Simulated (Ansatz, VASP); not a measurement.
## Lu: VASP beside Ansatz

```
CELL_PARAMETERS angstrom
3.50706 0.00000 0.00000
-1.75353 3.03721 0.00000
0.00000 0.00000 5.46133
ATOMIC_POSITIONS crystal
Lu 0.33333 0.66667 0.25000
Lu 0.66667 0.33333 0.75000
```

Alike in both runs: functional PBE; k mesh 15 × 15 × 8; occupations gaussian, width 0.1 eV; no spin polarisation.

Ansatz relaxed the structure, and its values are those at the end. VASP's run is a single point on that final structure, the one shown.

|  | VASP | Ansatz |
| --- | --- | --- |
| version | VASP 6.6.1 | Ansatz 0.2.0 |
| potentials or method | VASP PAW PBE potentials, release 64 (Lu), cutoff 520 eV | scalar-relativistic, plane waves, PAW |
| valence electrons in the cell | 50 | 50 |

```tsv
	VASP	Ansatz	Ansatz less VASP
gap on the k mesh at the Fermi level (eV)	none	none	-
pressure (GPa)	0.0	0.0	+0.03
```

A gap of «none» marks a metal or a gap that the smearing closes.

Spin-orbit coupling is off throughout.
